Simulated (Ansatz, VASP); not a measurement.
# C: VASP beside Ansatz

```xyz
1
Lattice="0.0000 1.4771 1.4771 1.4771 0.0000 1.4771 1.4771 1.4771 0.0000" Properties=species:S:1:pos:R:3 pbc="T T T"
C     0.0000    0.0000    0.0000
```

Change from the starting cell: volume scaled by 0.92, PAW files.

Alike in both runs: task single point; functional PBEsol; k mesh 24 × 24 × 24; occupations fermi-dirac, width 0.08 eV; no spin polarisation.

```csv
,VASP,Ansatz
version,VASP 6.6.1,Ansatz 0.2.0
potentials or method,"VASP PAW PBE potentials, release 64 (C)","PAW with Ansatz's default frozen-core files, scalar-relativistic"
plane-wave cutoff (eV),520,420
valence electrons in the cell,4,4
```

VASP gave:

* pressure (GPa): 16.5

Problem. Estimate Ansatz's values.

Solution. Pressure (GPa): 16.2.

VASP's potentials were made for PBE, not for PBEsol.
